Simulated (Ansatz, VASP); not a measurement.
## One calculation of Al2Pt, two programs

Contents of INCAR:

```
SYSTEM = Al2Pt
PREC = Accurate
ENCUT = 520
EDIFF = 1E-6
ISMEAR = -1
SIGMA = 0.08
LREAL = .FALSE.
LASPH = .TRUE.
NELM = 60
ALGO = Normal
ISIF = 2
LWAVE = .FALSE.
LCHARG = .TRUE.
LELF = .TRUE.
LVHAR = .TRUE.
NBANDS = 15
```

KPOINTS

```
Automatic mesh
0
G
  12 12 12
  0 0 0
```

POSCAR

```
Al2Pt
1.0
    0.0000000000      2.9550000000      2.9254500000
    2.9550000000      0.0000000000      2.9254500000
    2.9550000000      2.9550000000      0.0000000000
Al Pt
2 1
Direct
    0.2500000000      0.2500000000      0.2500000000
    0.7500000000      0.7500000000      0.7500000000
    0.0000000000      0.0000000000      0.0000000000
```

Input for Ansatz:

```yaml
crystal:
  lattice:
    - [0.0, 2.955, 2.92545]
    - [2.955, 0.0, 2.92545]
    - [2.955, 2.955, 0.0]
  atoms:
    - { symbol: Al, position: [0.25, 0.25, 0.25] }
    - { symbol: Al, position: [0.75, 0.75, 0.75] }
    - { symbol: Pt, position: [0.0, 0.0, 0.0] }
kpoints:
  mp_grid: { grid: [12, 12, 12] }
  band_path:
    path:
      - [0.0, 0.0, 0.0]
      - [0.0, 0.5, 0.5]
      - [0.25, 0.75, 0.5]
      - [0.0, 0.5, 0.0]
      - [0.0, 0.0, 0.0]
      - [0.5, 0.5, 0.0]
      - [0.3775380063, 0.6224619937, 0.0]
      - [-0.3775380063, 0.3775380063, 0.0]
      - [0.0, 0.0, 0.0]
    npoints: 5
scf:
  occupations: { method: fermi_dirac, width: 0.08 }
hamiltonian:
  xc: lda
  pseudopotentials: { kind: all_electron, lapw: { basis_error: 0.001 } }
output:
  forces: true
  stress: true
  eigenvalues: true
```

Change from the starting cell: zz strain of -1 %.

Alike in both runs: task single point; functional LDA; k mesh 12 × 12 × 12; occupations fermi-dirac, width 0.08 eV; no spin polarisation.

|  | VASP | Ansatz |
| --- | --- | --- |
| version | VASP 6.6.1 | Ansatz 0.2.0 |
| potentials or method | VASP PAW LDA potentials, release 64 (Al, Pt), cutoff 520 eV | all-electron LAPW, scalar-relativistic |

Ansatz gave:

* pressure (GPa): -2.6
* traceless stress, the component that is largest in VASP (GPa): 0.48

Q: What did VASP give for the same quantities?

A: Pressure (GPa): -2.3; traceless stress, the component that is largest in VASP (GPa): 0.48.

LDA's correlation is that of Perdew and Zunger in VASP and of Perdew and Wang (1992) in Ansatz. Ansatz ran all-electron here, and VASP with PAW potentials.

Spin-orbit coupling is off throughout.
